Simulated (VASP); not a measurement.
Input of a VASP 6.6.1 run:

Contents of INCAR:

```
SYSTEM = SrTiO3
PREC     = Accurate       ! precision mode
ENCUT    = 520            ! plane-wave cutoff, eV
EDIFF    = 1E-6           ! SCF threshold, eV
ISMEAR   = 0              ! smearing method
SIGMA    = 0.05           ! smearing width, eV
LREAL    = .False.        ! projectors in reciprocal space
LASPH    = .True.         ! aspherical terms in the spheres
NELM     = 80             ! most SCF steps
ALGO     = Normal         ! electronic algorithm
ISIF     = 2              ! what is computed and relaxed
LWAVE    = .False.        ! write WAVECAR
LCHARG   = .False.        ! write CHGCAR
GGA      = PE             ! functional
NBANDS   = 28             ! bands
```

File KPOINTS:

```
regular mesh
0
Gamma
  8 8 8
  0 0 0
```

POSCAR

```
SrTiO3
1.0
    4.0544956752      0.0000000000      0.0000000000
    0.0000000000      4.0544956752      0.0000000000
    0.0000000000      0.0000000000      3.9954496217
Sr Ti O
1 1 3
Direct
    0.0000000000      0.0000000000      0.0000000000
    0.5000000000      0.5000000000      0.5000000000
    0.0000000000      0.5000000000      0.5000000000
    0.5000000000      0.0000000000      0.5000000000
    0.5000000000      0.5000000000      0.0000000000
```

Potentials or basis: VASP PAW PBE potentials, release 64 (Sr_sv, Ti_sv, O).

The run is started by

```sh
$ cat potpaw_PBE.64/Sr_sv/POTCAR potpaw_PBE.64/Ti_sv/POTCAR potpaw_PBE.64/O/POTCAR > POTCAR
$ mpirun -np 1 vasp_std > vasp.out
```

Estimate the band gap on the k mesh.

1.65 eV (least direct gap 2.05 eV).

What does it give for the pressure?

-10.2 GPa.

Stress tensor (GPa, compression positive):
```
-10.94   0.00   0.00
  0.00 -10.94   0.00
  0.00   0.00  -8.64
```

Caveat: the cell differs from its parent crystal (strain +0.030 along x and y, +0.015 along z); the cell stands under tension. A k mesh can miss the band edges.
